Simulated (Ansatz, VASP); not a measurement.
**Two plane-wave programs on Be2H3**

```
Be H
1.0
     3.03059    0.00000    0.00000
     1.16242    3.74912    0.00000
     1.20810   -0.06385    6.06170
Be H
4 6
Direct
  0.09152 0.83988 0.99760
  0.39877 0.50874 0.59350
  0.68679 0.91646 0.72521
  0.98160 0.34982 0.27127
  0.99284 0.19927 0.06478
  0.47352 0.30296 0.37542
  0.85109 0.65071 0.55054
  0.63937 0.75422 0.93752
  0.42889 0.27394 0.77137
  0.95562 0.70399 0.21279
```

Change from the starting cell: the structure that the rattled cell fell into.

Alike in both runs: task single point; functional PBE; k mesh 6 × 4 × 4; occupations gaussian, width 0.1 eV; no spin polarisation.

|  | VASP | Ansatz |
| --- | --- | --- |
| version | VASP 6.6.1 | Ansatz 0.2.0 |
| potentials or method | VASP PAW PBE potentials, release 64 (Be, H), cutoff 520 eV | scalar-relativistic, plane waves, PAW |
| valence electrons in the cell | 14 | 14 |

Ansatz gave:

* gap on the k mesh at the Fermi level (eV): none
* pressure (GPa): 1.3
* traceless stress, the component that is largest in VASP (GPa): 2.11
* rms of the force components (eV/Å): 0.109

Question: What did VASP give for the same quantities?

Answer: gap on the k mesh at the Fermi level (eV): none; pressure (GPa): 1.3; traceless stress, the component that is largest in VASP (GPa): 2.14; rms of the force components (eV/Å): 0.108.

Atom by atom the forces differ by 0.005 eV/Å (rms over components). A gap of «none» marks a metal or a gap that the smearing closes. With one functional, cell and mesh, what is left measures potentials, basis and numerics.

The k mesh is coarse, so the values compare programs but aren't converged.
